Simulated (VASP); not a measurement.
# H22CO11 in VASP: a series of runs, part 2 of 2

VASP 6.6.1.

## Step 4: Single point, PBE+D3(BJ)

File INCAR:

```
  PREC = Accurate
  ENCUT = 520
  EDIFF = 1E-6
  ISMEAR = -1
  SIGMA = 0.05
  LREAL = Auto
  LASPH = T
  NELM = 60
  ALGO = Normal
  ISIF = 2
  LWAVE = F
  LCHARG = F
  GGA = PE
  IVDW = 12
  NBANDS = 69
```

File KPOINTS:

```
regular mesh
0
Gamma
  1 1 1
```

File POSCAR:

```
H22CO11
1.0
    7.7711180000      0.0000000000      0.0000000000
    0.0000000000      7.7711180000      0.0000000000
    0.0000000000      0.0000000000      7.7711180000
O H C
11 22 1
Direct
    0.9507254941      0.8606483649      0.0954946251
    0.3382396201      0.6997062713      0.7730419227
    0.6501767185      0.6390586271      0.4326790560
   -0.0440863207      0.3828535354      0.8967435574
    0.5434739249      0.9749433737      0.4783996331
    0.4712191991      0.3037400796      0.1781854297
    0.5977775656      0.4992975271      0.8799377387
    0.3236085207      0.2720457983      0.6215707959
    0.9577129057      0.7609973237      0.7413219050
    0.2112566043      0.1441362749      0.0086474044
    0.0410751709      0.5194233314      0.4600753714
    0.8608542555      0.8584736456      0.1789317830
    0.9001793564      0.8628874249     -0.0242564841
    0.2518299169      0.7622841398      0.8190713357
    0.3892104070      0.6627875165      0.8818550947
    0.5889886114      0.7389541634      0.3794048681
    0.5881393128      0.5421999769      0.3652370225
    0.0299313432      0.4383024425      0.8069495277
    0.0023291372      0.2631538988      0.9245259176
    0.5239400560      1.1035863823      0.4803555936
    0.5128605691      0.9269193956      0.5868782330
    0.3765996090      0.3446479644      0.2434913483
    0.5075202822      0.3932638779      0.1004874717
    0.6971069028      0.4274417143      0.9215147679
    0.5534210136      0.4747965479      0.7688597702
    0.2904987416      0.1727421975      0.6712805030
    0.2945779488      0.3625990495      0.7031163341
    1.0665389459      0.7499564413      0.6797220168
    0.8641742411      0.6954211736      0.7033865655
    0.3059534034      0.1828565722      0.0872976063
    0.1339318229      0.0737088280      0.0835014988
    0.1401857493      0.6443217051      0.2429637537
   -0.0769773410      0.5310947537      0.2232625988
    0.0405990489      0.5712948896      0.3136743001
```

Command:

```bash
$ cat potpaw_PBE.64/O/POTCAR potpaw_PBE.64/H/POTCAR potpaw_PBE.64/C/POTCAR > POTCAR
$ mpirun -np 1 vasp_gam > vasp.out
```

Run time: 45 s. Hardware: 1 thread of Intel Xeon 6975P-C (Granite Rapids), shared host; peak memory 0.46 GiB.

It converged, with:

* Free energy: -166.5639 eV
* Pressure: -0.2 GPa
* Largest force: 4.822 eV/Å
* Band gap on the k mesh: 3.46 eV
* Dispersion energy per atom: -0.026 eV

Forces on the atoms (eV/Å):
```
O    0.581  0.476 -1.640
O    2.937 -2.136 -0.975
O   -1.890 -1.123 -2.097
O    0.465 -0.863 -0.176
O    0.109  1.806 -1.355
O    0.868 -1.059  0.313
O    0.743  0.251  2.644
O    1.497  3.970 -2.052
O    1.660  1.995  1.596
O   -0.417 -0.673  0.981
O    0.657  0.299  0.826
H   -0.936  0.058  0.449
H    0.542 -0.345  1.194
H   -3.693  2.750  1.431
H    0.810 -0.391 -0.291
H    0.602 -0.159  0.833
H    1.342  1.242  1.392
H   -0.780 -0.807  0.883
H    0.076  1.870 -0.568
H    0.112 -1.672  0.262
H   -0.315 -0.201  1.079
H   -0.906  0.747  0.892
H   -0.033  0.616 -0.854
H   -0.442  0.552 -1.516
H    0.235 -0.820 -1.136
H   -1.379 -3.899  2.145
H   -0.035 -0.014 -0.162
H   -1.031 -0.638 -0.520
H   -1.009 -1.338 -1.326
H   -0.288 -0.165 -0.794
H    0.464  0.136 -0.645
H    0.407  0.266  0.383
H    1.405  0.676  0.895
C   -2.358 -1.407 -2.089
```

Stress tensor (GPa, compression positive):
```
 0.11 -0.77 -0.90
-0.77 -0.09  0.24
-0.90  0.24 -0.54
```

Levels at points of the mesh, in eV from the valence-band top:
| k point | band 43 | band 44 | band 45 | band 46 | band 47 | band 48 | band 49 | band 50 |
| --- | --- | --- | --- | --- | --- | --- | --- | --- |
| (0.00, 0.00, 0.00) | -1.17 | -1.05 | -0.85 | 0.00 | 3.46 | 3.62 | 5.62 | 6.02 |

Caveat: the k points lie up to 0.81 Å⁻¹ apart.

## Step 5: Single point, PBE+D3(BJ)

File INCAR:

```
SYSTEM = H22CO11
ALGO = Normal
EDIFF = 1E-6
ENCUT = 520
GGA = PE
ISIF = 2
ISMEAR = -1
IVDW = 12
LASPH = .True.
LCHARG = .False.
LREAL = Auto
LWAVE = .False.
NBANDS = 69
NELM = 100
PREC = Accurate
SIGMA = 0.05
```

File KPOINTS:

```
k-points
0
Gamma
  1 1 1
  0 0 0
```

File POSCAR:

```
H22CO11
1.0
    7.7711180000      0.0000000000      0.0000000000
    0.0000000000      7.7711180000      0.0000000000
    0.0000000000      0.0000000000      7.7711180000
O H C
11 22 1
Direct
    0.9764360804      0.8752151235      0.1699884109
    0.2529623151      0.6961803952      0.8316563974
    0.6650523129      0.6571641301      0.4000968715
   -0.0587817609      0.3385870604      0.8286066432
    0.5192303089      0.9794729664      0.5173258211
    0.4785283147      0.2585470971      0.2149497666
    0.5651053040      0.4620956727      0.7975429018
    0.3125676383      0.2870886789      0.5857458348
    0.9232648378      0.7962946902      0.7774042294
    0.2055174043      0.1523204255     -0.0284386365
    0.0706333374      0.5158845870      0.4767396403
    0.8704410356      0.9512659568      0.1746209490
    0.9536465667      0.8491313605      0.0548312354
    0.2862651166      0.7290456791      0.9432362242
    0.3302613601      0.6220340497      0.7714591388
    0.6101310005      0.7596332986      0.4553656244
    0.6045333503      0.6517595023      0.2911421497
   -0.0382699117      0.4695720744      0.8240770504
    0.0582927707      0.2890703757      0.8750478374
    0.4010619836      0.9643786132      0.5405271159
    0.5626088807      1.0056725429      0.6316980388
    0.5049337817      0.3086685854      0.3182167611
    0.5440658603      0.3226048041      0.1229166769
    0.6832478930      0.4725060152      0.8232406199
    0.5848707998      0.3486370944      0.7440370871
    0.2333898417      0.3324875520      0.6657214573
    0.2335699960      0.2761507418      0.4949094841
    1.0492055326      0.7794888715      0.7822426580
    0.9081447483      0.8107327672      0.6564306449
    0.2663323347      0.1729995607      0.0811723616
    0.1356690247      0.0507520282     -0.0202930904
    0.1869357794      0.5633681022      0.2511092998
   -0.0574177358      0.5444647733      0.2668341930
    0.0660265357      0.5424702083      0.3230294534
```

Command:

```bash
$ cat potpaw_PBE.64/O/POTCAR potpaw_PBE.64/H/POTCAR potpaw_PBE.64/C/POTCAR > POTCAR
$ mpirun -np 1 vasp_gam > vasp.out
```

Run time: 48 s. Hardware: 1 thread of Intel Xeon 6975P-C (Granite Rapids), shared host; peak memory 0.46 GiB.

Results (log left out):

```yaml
Free_energy: -166.5368 eV
Pressure: 1.0 GPa
Largest_force: 4.526 eV/Å
Band_gap_on_the_k_mesh: 3.43 eV
Dispersion_energy_per_atom: -0.026 eV
```

Forces on the atoms (eV/Å):
```
O   -1.436  1.952  1.441
O   -1.875  0.598 -1.240
O   -0.351  0.489  0.262
O    1.948  1.644  0.580
O    1.668 -0.280 -0.046
O   -0.203 -0.766 -4.456
O   -0.811 -1.322 -0.336
O    1.703 -0.711  0.253
O    0.421  0.016  0.906
O    0.621  0.798 -0.177
O    0.259  0.067  0.933
H    1.236 -0.578  1.049
H    0.134 -1.379 -2.769
H    1.064 -0.004  1.220
H    1.130 -0.610  0.091
H    0.283 -0.363 -0.194
H    0.008 -0.031 -0.181
H   -0.161 -2.113 -0.088
H   -1.853  0.635 -0.312
H   -1.777 -0.041  0.119
H    0.236  0.118  0.014
H    0.819  1.476  3.209
H   -0.805 -0.704  1.071
H    1.924  1.171  0.795
H   -1.206  0.266 -0.272
H   -0.747  0.749  1.627
H   -0.809 -0.302 -1.866
H    0.093 -0.347  0.171
H   -0.578  0.077 -1.003
H   -0.148 -0.176 -0.251
H   -0.276 -0.497  0.520
H    0.076  0.051 -0.443
H   -1.384  0.150 -1.428
C    0.796 -0.034  0.802
```

Stress tensor (GPa, compression positive):
```
 0.92  0.59  0.99
 0.59 -0.96  1.02
 0.99  1.02  2.96
```

Levels at points of the mesh, in eV from the valence-band top:
```
           k point  band 42  band 43  band 44  band 45  band 46  band 47  band 48  band 49  band 50  band 51
(0.00, 0.00, 0.00)    -1.29    -1.07    -0.83    -0.66     0.00     3.43     3.51     5.51     5.84     5.93
```

Caveat: the k points lie up to 0.81 Å⁻¹ apart; the atoms stand as in a frame of molecular dynamics.

## Step 6: Single point, PBE+D3(BJ)

INCAR, as its differences from that of step 5:

```diff
@@ -2,3 +2,3 @@
 ALGO = Normal
-EDIFF = 1E-6
+EDIFF = 1E-7
 ENCUT = 520
@@ -13,3 +13,3 @@
 NBANDS = 69
-NELM = 100
+NELM = 80
 PREC = Accurate
```

KPOINTS is that of step 5.

File POSCAR:

```
H22CO11
1.0
    7.7711180000      0.0000000000      0.0000000000
    0.0000000000      7.7711180000      0.0000000000
    0.0000000000      0.0000000000      7.7711180000
O H C
11 22 1
Direct
    1.0560642626      0.9074369994      0.1613667429
    0.2361951009      0.7213247824      0.9052880165
    0.6890514338      0.6377332065      0.3699853740
   -0.0542779044      0.3536428092      0.8110029985
    0.4911262446      0.9197003571      0.6098736372
    0.4777304887      0.2793163094      0.2180509934
    0.5786812142      0.4599209535      0.7439470099
    0.3029036491      0.2348825484      0.5427275715
    0.8682277119      0.7360716952      0.8119938470
    0.2371216085      0.1534785600     -0.0673776926
    0.1163539146      0.5319569205      0.4575017391
    1.0416261856      0.8801693656      0.2726892064
    0.9558084178      0.8907984668      0.0958163291
    0.3209062068      0.8134994218      0.8703252222
    0.3140989495      0.6263577519      0.8839140005
    0.6296133967      0.7041329188      0.4638972153
    0.6415550504      0.6510903579      0.2574404352
   -0.0118387084      0.4376075617      0.7364062674
    0.0556547977      0.2775919758      0.8098448640
    0.3928907012      0.9894071870      0.6609087650
    0.5419426137      1.0153236639      0.5381465061
    0.5395491357      0.3746951211      0.2768713588
    0.5306314999      0.2854930269      0.1072303882
    0.6984194552      0.4901096599      0.7085981708
    0.5077905135      0.5415565688      0.6838526966
    0.2282554454      0.3365410228      0.5736497631
    0.3631395122      0.2463609483      0.4342618398
    0.9892913735      0.7802609612      0.8090856425
    0.8030247385      0.8425943346      0.7714591388
    0.2929050878      0.2254887907      0.0284386365
    0.1743507176      0.0784957840      0.0039891300
    0.2108705594      0.4292818614      0.2332997646
   -0.0097926708      0.5512462943      0.2461035851
    0.1037945891      0.5015108508      0.3039202339
```

Potentials or basis: VASP PAW PBE potentials, release 64 (O, H, C).

Command:

```bash
$ cat potpaw_PBE.64/O/POTCAR potpaw_PBE.64/H/POTCAR potpaw_PBE.64/C/POTCAR > POTCAR
$ mpirun -np 1 vasp_gam > vasp.out
```

Run time: 55 s. Hardware: 1 thread of Intel Xeon 6975P-C (Granite Rapids), shared host; peak memory 0.51 GiB.

The run converged. Its results:

```yaml
Free_energy: -166.2372 eV
Pressure: -0.5 GPa
Largest_force: 4.771 eV/Å
Band_gap_on_the_k_mesh: 3.54 eV
Dispersion_energy_per_atom: -0.026 eV
```

Forces on the atoms (eV/Å):
```
O    2.285  1.822 -3.771
O    1.577  1.214 -0.751
O    0.427 -0.236  1.746
O    1.603 -2.871  0.915
O   -0.362  1.838 -0.213
O    0.319  0.919  1.008
O    1.031 -0.007  0.108
O   -0.850 -0.045  1.207
O   -0.055  2.471 -0.565
O    1.920  2.270  0.552
O    0.342 -0.105  0.743
H   -0.913 -1.074  4.435
H   -1.546 -0.585 -0.590
H   -1.216 -0.451  0.573
H   -0.161 -0.859  0.014
H    0.152 -0.384 -1.587
H   -0.749  0.751 -0.375
H    0.278  2.265 -1.454
H   -1.772  0.630  0.716
H    0.947 -0.670 -0.622
H   -0.403 -1.143  0.788
H   -0.347 -0.411  0.055
H    0.511 -0.303 -1.176
H   -0.866 -0.272  0.580
H   -0.315  0.294 -0.421
H    1.268 -0.909 -1.160
H   -0.424  0.536 -0.195
H   -0.602 -0.841  0.110
H    0.586 -1.589  0.479
H   -0.712 -0.856 -1.658
H   -1.324 -1.695  1.221
H   -0.909  0.419  0.192
H   -1.004  0.179 -1.420
C    1.285 -0.305  0.518
```

Stress tensor (GPa, compression positive):
```
-1.33  0.67  0.70
 0.67 -1.11 -1.69
 0.70 -1.69  0.89
```

Levels at points of the mesh, in eV from the valence-band top:
| k point | band 42 | band 43 | band 44 | band 45 | band 46 | band 47 | band 48 | band 49 | band 50 | band 51 |
| --- | --- | --- | --- | --- | --- | --- | --- | --- | --- | --- |
| (0.00, 0.00, 0.00) | -0.82 | -0.68 | -0.28 | -0.14 | 0.00 | 3.54 | 3.77 | 5.89 | 6.17 | 6.38 |

Caveat: the k points lie up to 0.81 Å⁻¹ apart; the atoms stand as in a frame of molecular dynamics.

## Step 7: Single point, PBE+D3(BJ)

INCAR, as its differences from that of step 6:

```diff
@@ -8,6 +8,6 @@
 IVDW = 12
-LASPH = .True.
-LCHARG = .False.
+LASPH = .TRUE.
+LCHARG = .FALSE.
 LREAL = Auto
-LWAVE = .False.
+LWAVE = .FALSE.
 NBANDS = 69
```

File KPOINTS:

```
k-points
0
G
  1 1 1
  0 0 0
```

File POSCAR:

```
H22CO11
1.0
    7.7711180000      0.0000000000      0.0000000000
    0.0000000000      7.7711180000      0.0000000000
    0.0000000000      0.0000000000      7.7711180000
O H C
11 22 1
Direct
    1.0536579164      0.9443557542      0.1357977063
    0.3060820850      0.7314005527      0.9602736698
    0.6575759112      0.6717308887      0.3179465297
   -0.0312052912      0.3493577115      0.7961531404
    0.5439114423      0.8795388257      0.7077874767
    0.4811148151      0.3540288540      0.1795880593
    0.5469483284      0.4550825248      0.7238083375
    0.2946165532      0.1596038048      0.4998379898
    0.8375242790      0.7055741529      0.7769667119
    0.3343276991      0.1498626066     -0.0737860370
    0.1982597613      0.5815765505      0.3816439282
    1.0802049332      0.9361329991      0.2528465016
    1.1624067477      0.9049405761      0.0771188907
    0.3878592501      0.7888311566      0.8851493440
    0.3728678422      0.6376559975      0.9988266811
    0.5411962603      0.6738026626      0.2709391364
    0.7165892990      0.7659258295      0.2582125249
   -0.0686387724      0.4395635223      0.7091643699
    0.0826522001      0.3118727576      0.7792315083
    0.4320485161      0.9151192917      0.6524543830
    0.6014707279      0.8467507507      0.5979062472
    0.6009946059      0.4247007959      0.1912723497
    0.4980621836      0.2415096515      0.1579566801
    0.6513605893      0.4890029980      0.7884837162
    0.5121528202      0.5544890709      0.6456085212
    0.4059518849      0.2020558689      0.5593661041
    0.3409161976      0.1784556611      0.3756988377
    0.9638896231      0.7033736973      0.7888826292
    0.8061259654      0.8237810827      0.7991642901
    0.4302984461      0.2294135799     -0.1088646447
    0.2303786920      0.2184756428     -0.0674677698
    0.1000113497      0.3830980304      0.2343806901
    0.0731426289      0.6143903619      0.1632583626
    0.1218872239      0.5157430372      0.2582125249
```

Potentials or basis: VASP PAW PBE potentials, release 64 (O, H, C).

Command:

```bash
$ cat potpaw_PBE.64/O/POTCAR potpaw_PBE.64/H/POTCAR potpaw_PBE.64/C/POTCAR > POTCAR
$ mpirun -np 1 vasp_gam > vasp.out
```

OUTCAR:

```text
SYSTEM = H22CO11
   EDIFF = 1E-7
   ENCUT = 520
   GGA = PE
   ISIF = 2
   ISMEAR = -1
   IVDW = 12
   LASPH = .TRUE.
   LREAL = Auto
   NELM = 80
   PREC = Accurate
 IVDW          = 12

 ion  position               nearest neighbor table
   1  0.054  0.944  0.136-  12 0.93  13 1.01
   2  0.306  0.731  0.960-  15 0.94  14 0.97
   3  0.658  0.672  0.318-  16 0.98  17 0.98
   4  0.969  0.349  0.796-  19 0.94  18 1.02
   5  0.544  0.880  0.708-  21 1.00  20 1.01
   6  0.481  0.354  0.180-  23 0.90  22 1.09
   7  0.547  0.455  0.724-  24 0.99  25 1.02
   8  0.295  0.160  0.500-  26 1.04  27 1.04
   9  0.838  0.706  0.777-  29 0.97  28 0.99
  10  0.334  0.150  0.926-  31 0.97  30 1.01
  11  0.198  0.582  0.382-  34 1.24
  12  0.080  0.936  0.253-   1 0.93
  13  0.162  0.905  0.077-   1 1.01
  14  0.388  0.789  0.885-   2 0.97
  15  0.373  0.638  0.999-   2 0.94
  16  0.541  0.674  0.271-   3 0.98
[... 15 lines left out ...]
  32  0.100  0.383  0.234-  34 1.06
  33  0.073  0.614  0.163-  34 1.13
  34  0.122  0.516  0.258-  32 1.06  33 1.13  11 1.24

  LATTYP: Found a simple cubic cell.
 ALAT       =     7.7711180000

[... 225 lines left out ...]
 Fermi energy:        -2.2853918307

 k-point     1 :       0.0000    0.0000    0.0000
  band No.  band energies     occupation
      1     -23.6895      2.00000
      2     -23.6255      2.00000
      3     -23.3549      2.00000
      4     -23.1616      2.00000
      5     -23.1424      2.00000
      6     -22.9294      2.00000
[... 50 lines left out ...]
     57       3.9205      0.00000
     58       4.1453      0.00000
 [bands above 58 left out]

------------------------ aborting loop because EDIFF is reached ----------------------------------------

 Edisp (eV)   -0.89464

 E8    (eV) :    -0.1866

  FORCE on cell =-STRESS in cart. coord.  units (eV):
  Direction    XX          YY          ZZ          XY          YZ          ZX
  --------------------------------------------------------------------------------------
  -------------------------------------------------------------------------------------
  Total      -8.69125     0.47394    -4.42683    -4.31049     1.78249    -1.54897
  in kB     -29.67169     1.61801   -15.11306   -14.71588     6.08538    -5.28813
  external pressure =      -14.39 kB  Pullay stress =        0.00 kB

 VOLUME and BASIS-vectors are now :
 -----------------------------------------------------------------------------
  energy-cutoff  :      520.00
  volume of cell :      469.30
      direct lattice vectors                 reciprocal lattice vectors
     7.771118000  0.000000000  0.000000000     0.128681613  0.000000000  0.000000000
     0.000000000  7.771118000  0.000000000     0.000000000  0.128681613  0.000000000
     0.000000000  0.000000000  7.771118000     0.000000000  0.000000000  0.128681613

 POSITION                                       TOTAL-FORCE (eV/Angst)
 -----------------------------------------------------------------------------------
      0.41698      7.33870      1.05530         0.418856     -0.098925     -2.448455
      2.37860      5.68380      7.46240        -0.716042      1.174736     -0.250254
      5.11010      5.22010      2.47080        -0.054020      0.220637     -0.208467
      7.52862      2.71490      6.18700        -2.566215      1.520564     -0.223314
      4.22680      6.83500      5.50030        -1.168504      0.193804     -2.086732
      3.73880      2.75120      1.39560         1.903339      6.746678      1.358708
[... 26 lines left out ...]
      0.56840      4.77450      1.26870        -0.146333     -0.887913     -0.092993
      0.94720      4.00790      2.00660         0.476072      3.742591      0.461432
 -----------------------------------------------------------------------------------
    total drift:                               -0.008052     -0.005556     -0.004123

  FREE ENERGIE OF THE ION-ELECTRON SYSTEM (eV)
  ---------------------------------------------------
  free  energy   TOTEN  =      -166.2030584687 eV

  energy  without entropy=     -166.2030584686  energy(sigma->0) =     -166.20305847
```

stdout:

```text
POSCAR found type information on POSCAR O H C
 POSCAR found :  3 types and      34 ions
 scaLAPACK will be used
 LDA part: xc-table for (Slater+PW92), standard interpolation
 POSCAR, INCAR and KPOINTS ok, starting setup
 FFT: planning ... GRIDC
 FFT: planning ... GRID_SOFT
 FFT: planning ... GRID
 WAVECAR not read
 entering main loop
```

It took 50 s on 1 thread of Intel Xeon 6975P-C (Granite Rapids), shared host; peak memory 0.51 GiB.

What came out:

```yaml
Free_energy: -166.2031 eV
Pressure: -1.4 GPa
Largest_force: 7.140 eV/Å
Band_gap_on_the_k_mesh: 3.28 eV
Dispersion_energy_per_atom: -0.026 eV
```

Forces on the atoms (eV/Å):
```
O    0.419 -0.099 -2.448
O   -0.716  1.175 -0.250
O   -0.054  0.221 -0.208
O   -2.566  1.521 -0.223
O   -1.169  0.194 -2.087
O    1.903  6.747  1.359
O   -0.320  0.847 -0.600
O    3.245  0.778 -1.384
O    0.959 -0.398 -0.029
O    1.168  0.196 -0.439
O   -0.331 -1.141 -0.395
H    0.477 -0.103  2.142
H   -0.960  0.132  0.407
H    0.194  0.382 -0.389
H    0.601 -1.618  0.577
H   -0.108  0.117  0.146
H    0.027 -0.271  0.038
H    1.109 -1.457  1.058
H    1.428 -0.119 -1.133
H    0.708  0.199  0.885
H    0.185 -0.173  0.895
H   -2.845 -2.240 -0.099
H    1.183 -4.359 -1.196
H   -0.567  0.302 -0.715
H    0.810 -1.390  1.389
H   -1.975 -0.476 -0.458
H   -1.217 -0.208  2.002
H   -0.528  0.033  0.136
H   -0.191  0.327  0.117
H   -1.260 -0.469  0.156
H    0.124  0.153  0.246
H   -0.065 -1.657  0.132
H   -0.146 -0.888 -0.093
C    0.476  3.743  0.461
```

Caveat: the k points lie up to 0.81 Å⁻¹ apart; the atoms stand as in a frame of molecular dynamics.

## Step 8: Summary

```csv
cell,gap on the mesh (eV),pressure (GPa),largest force (eV/Å)
"as given, atomic positions A",3.59,1.0,3.63
"as given, atomic positions B",3.17,-0.5,5.76
"as given, atomic positions C",3.46,-0.2,4.82
"as given, atomic positions D",3.43,1.0,4.53
"as given, atomic positions E",3.54,-0.5,4.77
"as given, atomic positions F",3.28,-1.4,7.14
```

Alike in all rows: task single point; level PBE+D3(BJ); potentials or basis VASP PAW PBE potentials, release 64 (O, H, C); no spin polarisation; k mesh 1 × 1 × 1; cutoff (eV) 520; smearing fermi-dirac 0.05 eV.

Caveats: all runs use coarse meshes; the atoms stand as in a frame of molecular dynamics (at least some runs).

Absolute energies hang on the potentials; compare differences alone.
